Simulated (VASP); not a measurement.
# Zr (P6_3/mmc) in VASP: notebook, part 2 of 2

VASP 6.6.1.

## (4) Single point, r2SCAN

POSCAR reads:

```
Zr
1.0
    3.2445832200      0.0000000000      0.0000000000
   -1.6222916100      2.8098914932      0.0000000000
    0.0000000000      0.0000000000      5.1573641137
Zr
2
Direct
    0.3333333333      0.6666666667      0.2500000000
    0.6666666667      0.3333333333      0.7500000000
```

INCAR.step1 reads:

```
SYSTEM = Zr
PREC = Accurate ; ENCUT = 520
ISMEAR = 0 ; SIGMA = 1.0
LREAL = .False. ; LASPH = .True.
NELM = 100 ; NBANDS = 19
GGA = PE ; ALGO = Normal
EDIFF = 1E-4 ; LWAVE = .True.
LCHARG = .False.
```

INCAR.step2 reads:

```
SYSTEM = Zr
PREC = Accurate ; ENCUT = 520
EDIFF = 1E-7 ; ISMEAR = 0
SIGMA = 1.0 ; LREAL = .False.
LASPH = .True. ; NELM = 100
ALGO = Normal ; ISIF = 2
LWAVE = .False. ; LCHARG = .False.
METAGGA = R2SCAN ; LMIXTAU = .True.
NBANDS = 19 ; ISTART = 1
```

KPOINTS reads:

```
regular mesh
0
Gamma
  11 11 6
  0 0 0
```

Potentials or basis: VASP PAW PBE potentials, release 64 (Zr_sv).

Started as:

```sh
$ cat potpaw_PBE.64/Zr_sv/POTCAR > POTCAR
$ cp INCAR.step1 INCAR
$ mpirun -np 1 vasp_std > vasp.out
$ cp INCAR.step2 INCAR
$ mpirun -np 1 vasp_std > vasp.out
```

OUTCAR:

```text
SYSTEM = Zr
   PREC = Accurate
   ENCUT = 520
   EDIFF = 1E-7
   ISMEAR = 0
   LREAL = .False.
   LASPH = .True.
   NELM = 100
   ISIF = 2
   METAGGA = R2SCAN
   ISTART = 1

 ion  position               nearest neighbor table
   1  0.333  0.667  0.250-   2 3.19   2 3.19   2 3.19   2 3.19   2 3.19   2 3.19
   2  0.667  0.333  0.750-   1 3.19   1 3.19   1 3.19   1 3.19   1 3.19   1 3.19

  LATTYP: Found a hexagonal cell.
 ALAT       =     3.2445832200
 C/A-ratio  =     1.5895305387

  Lattice vectors:

 A1 = (   3.2445832200,   0.0000000000,   0.0000000000)
 A2 = (  -1.6222916100,   2.8098914932,   0.0000000000)
 A3 = (   0.0000000000,   0.0000000000,   5.1573641137)

Analysis of symmetry for initial positions (statically):
=====================================================================
 Subroutine PRICEL returns:
 Original cell was already a primitive cell.

 Routine SETGRP: Setting up the symmetry group for a
 hexagonal supercell.

 Subroutine GETGRP returns: Found 24 space group operations
 (whereof 12 operations were pure point group operations)
 out of a pool of 24 trial point group operations.

The static configuration has the point symmetry D_3d.
[... 157 lines left out ...]
  ext. energy  EPLUGINS =         0.00000000
  ---------------------------------------------------
  free energy    TOTEN  =       -46.05628487 eV

  energy without entropy =      -44.81163900  energy(sigma->0) =      -45.43396194

 E-fermi :   8.8348     XC(G=0): -11.9050

 val. band max:        8.7896395001   @ k =   0.1818   0.0000   0.1667
 cond. band min:       8.8439109036   @ k =   0.3636   0.1818   0.3333
 fundamental gap:      0.0542714035
 Fermi energy:         8.8347775219

 k-point     1 :       0.0000    0.0000    0.0000
  band No.  band energies     occupation
      1     -41.5814      2.00000
      2     -41.4191      2.00000
      3     -19.4133      2.00000
      4     -18.5519      2.00000
      5     -18.5519      2.00000
      6     -18.4088      2.00000
[... 505 lines left out ...]
      6     -18.6400      2.00000
[... 11 lines left out ...]
     18      12.2046      0.00000
     19      14.0605      0.00000

 [... further k-points ...]
[... 5 lines left out ...]
  --------------------------------------------------------------------------------------
  -------------------------------------------------------------------------------------
  Total        0.3714821      0.3714821      0.9812609      0.0000000      0.0000000      0.0000000
  in kB       12.6582069     12.6582069     33.4363453      0.0000000      0.0000000      0.0000000
  external PRESSURE =      19.5842531 kB  Pullay stress =       0.0000000 kB

 VOLUME and BASIS-vectors are now :
 -----------------------------------------------------------------------------
  energy-cutoff  :      520.00
  volume of cell :       47.02
      direct lattice vectors                 reciprocal lattice vectors
     3.244583220  0.000000000  0.000000000     0.308205995  0.177942814  0.000000000
    -1.622291610  2.809891493  0.000000000     0.000000000  0.355885628  0.000000000
     0.000000000  0.000000000  5.157364114     0.000000000  0.000000000  0.193897498

 POSITION                                       TOTAL-FORCE (eV/Angst)
 -----------------------------------------------------------------------------------
     -0.00000      1.87326      1.28934        -0.000000     -0.000000      0.000000
      1.62229      0.93663      3.86802         0.000000      0.000000      0.000000
 -----------------------------------------------------------------------------------
    total drift:                               -0.000000      0.000000     -0.000000

  FREE ENERGIE OF THE ION-ELECTRON SYSTEM (eV)
  ---------------------------------------------------
  free  energy   TOTEN  =       -46.0562848725 eV

  energy  without entropy=      -44.8116390016  energy(sigma->0) =      -45.43396194
```

OSZICAR.step1:

```text
N       E                     dE             d eps       ncg     rms          rms(c)
DAV:   1     0.215779090453E+03    0.21578E+03   -0.13380E+04  2432   0.126E+03
DAV:   2    -0.228710261540E+01   -0.21807E+03   -0.21391E+03  2835   0.367E+02
DAV:   3    -0.178684700213E+02   -0.15581E+02   -0.15394E+02  4349   0.713E+01
DAV:   4    -0.183199669080E+02   -0.45150E+00   -0.45041E+00  2894   0.121E+01
DAV:   5    -0.183323827145E+02   -0.12416E-01   -0.12413E-01  3623   0.145E+00    0.137E+01
DAV:   6    -0.177684929593E+02    0.56389E+00   -0.88689E-01  2637   0.710E+00    0.537E+00
DAV:   7    -0.176639549742E+02    0.10454E+00   -0.54842E-01  3402   0.489E+00    0.108E+00
DAV:   8    -0.176699430046E+02   -0.59880E-02   -0.36574E-02  3171   0.144E+00    0.225E-01
DAV:   9    -0.176700712248E+02   -0.12822E-03   -0.13035E-03  3205   0.319E-01    0.283E-02
DAV:  10    -0.176700336883E+02    0.37536E-04   -0.27145E-05  1575   0.366E-02
   1 F= -.17670034E+02 E0= -.16982922E+02  d E =-.137422E+01
```

Wall time 3.2 min (1 thread of Intel Xeon 8259CL, shared host); peak memory 0.2 GiB.

What came out:

```yaml
Free_energy: -46.0563 eV
Pressure: 2.0 GPa
Band_gap_on_the_k_mesh: zero (bands 12 and 13 overlap by 1.15 eV)
```

Levels at points of the mesh, in eV from the Fermi level:
```csv
k point,band 10,band 11,band 12,band 13,band 14,band 15
"(0.00, 0.00, 0.00)",-3.07,1.09,1.09,1.12,1.29,1.83
"(0.00, 0.00, 0.50)",-4.11,0.16,0.16,1.00,1.00,1.00
```

Caveat: so wide a smearing shifts energies and pressures; the PAW data sets were made with another functional, which shifts forces and pressure a little.

## (5) Single point, r2SCAN

POSCAR is that of step 4.

INCAR.step1 reads:

```
SYSTEM = Zr
PREC = Accurate
ENCUT = 520
ISMEAR = 1
SIGMA = 0.01
LREAL = .FALSE.
LASPH = .TRUE.
NELM = 80
NBANDS = 19
GGA = PE
ALGO = Normal
EDIFF = 1E-4
LWAVE = .TRUE.
LCHARG = .FALSE.
```

INCAR.step2 reads:

```
SYSTEM = Zr
PREC = Accurate
ENCUT = 520
EDIFF = 1E-6
ISMEAR = 1
SIGMA = 0.01
LREAL = .FALSE.
LASPH = .TRUE.
NELM = 80
ALGO = Normal
ISIF = 2
LWAVE = .FALSE.
LCHARG = .TRUE.
METAGGA = R2SCAN
LMIXTAU = .TRUE.
LELF = .TRUE.
LVHAR = .TRUE.
NBANDS = 19
ISTART = 1
```

KPOINTS reads:

```
regular mesh
0
G
  11 11 6
  0 0 0
```

Started as:

```sh
$ cat potpaw_PBE.64/Zr_sv/POTCAR > POTCAR
$ cp INCAR.step1 INCAR
$ mpirun -np 1 vasp_std > vasp.out
$ cp INCAR.step2 INCAR
$ mpirun -np 1 vasp_std > vasp.out
```

Run time: 2.8 min. Hardware: 1 thread of Intel Xeon 8259CL, shared host; peak memory 0.2 GiB.

The run converged. Its results:

```
Free energy            : -45.5009 eV
Pressure               : -0.2 GPa
Band gap on the k mesh : zero (bands 12 and 13 overlap by 1.14 eV)
```

Stress tensor (GPa, compression positive):
```
-0.14  0.00  0.00
 0.00 -0.14  0.00
 0.00  0.00 -0.44
```

Levels at points of the mesh, in eV from the Fermi level:
```csv
k point,band 8,band 9,band 10,band 11,band 12,band 13,band 14,band 15,band 16,band 17
"(0.00, 0.00, 0.00)",-27.38,-5.99,-3.17,0.98,0.98,1.01,1.16,1.72,1.72,2.36
"(0.00, 0.00, 0.50)",-27.45,-4.20,-4.20,0.04,0.04,0.89,0.89,0.89,0.89,4.21
```

Caveat: the PAW data sets were made with another functional, which shifts forces and pressure a little.

## (6) Single point, r2SCAN

POSCAR is that of step 5.

INCAR.step1 reads:

```
SYSTEM = Zr
PREC = Accurate
ENCUT = 520
ISMEAR = 1
SIGMA = 0.03
LREAL = .False.
LASPH = .True.
NELM = 100
NBANDS = 19
GGA = PE
ALGO = Normal
EDIFF = 1E-4
LWAVE = .True.
LCHARG = .False.
```

INCAR.step2 reads:

```
SYSTEM = Zr
PREC = Accurate
ENCUT = 520
EDIFF = 1E-6
ISMEAR = 1
SIGMA = 0.03
LREAL = .False.
LASPH = .True.
NELM = 100
ALGO = Normal
ISIF = 2
LWAVE = .False.
LCHARG = .False.
METAGGA = R2SCAN
LMIXTAU = .True.
NBANDS = 19
ISTART = 1
```

KPOINTS reads:

```
regular mesh
0
Gamma
  11 11 6
  0 0 0
```

Potentials or basis: VASP PAW PBE potentials, release 64 (Zr_sv).

Started as:

```sh
$ cat potpaw_PBE.64/Zr_sv/POTCAR > POTCAR
$ cp INCAR.step1 INCAR
$ mpirun -np 1 vasp_std > vasp.out
$ cp INCAR.step2 INCAR
$ mpirun -np 1 vasp_std > vasp.out
```

Run time: 4 min. Hardware: 1 thread of Intel Xeon 8259CL, shared host; peak memory 0.2 GiB.

The run converged. Its results:

| Quantity | Value |
| --- | --- |
| Free energy | -45.5009 eV |
| Pressure | -0.2 GPa |
| Band gap on the k mesh | zero (bands 12 and 13 overlap by 1.14 eV) |

Stress tensor (GPa, compression positive):
```
-0.13  0.00  0.00
 0.00 -0.13  0.00
 0.00  0.00 -0.42
```

Levels at points of the mesh, in eV from the Fermi level:
```csv
k point,band 9,band 10,band 11,band 12,band 13,band 14,band 15,band 16
"(0.00, 0.00, 0.00)",-6.01,-3.19,0.96,0.96,0.99,1.14,1.70,1.70
"(0.00, 0.00, 0.50)",-4.22,-4.22,0.01,0.01,0.87,0.87,0.87,0.87
```

Caveat: the PAW data sets were made with another functional, which shifts forces and pressure a little.

## (7) Summary

| smearing | gap on the mesh (eV) | pressure (GPa) |
| --- | --- | --- |
| gaussian 0.3 eV | none | 0.0 |
| gaussian 0.6 eV | none | 0.5 |
| gaussian 1 eV | none | 2.0 |
| methfessel-paxton 0.01 eV | none | -0.2 |
| methfessel-paxton 0.03 eV | none | -0.2 |

Alike in all rows: task single point; level r2SCAN; potentials or basis VASP PAW PBE potentials, release 64 (Zr_sv); no spin polarisation; cell as given; k mesh 11 × 11 × 6; cutoff (eV) 520.

Caveats: the PAW data sets were made with another functional, which shifts forces and pressure a little; so wide a smearing shifts energies and pressures (at least some runs).

Total energies depend on the potentials used, so only differences within one code and one set of settings carry meaning.
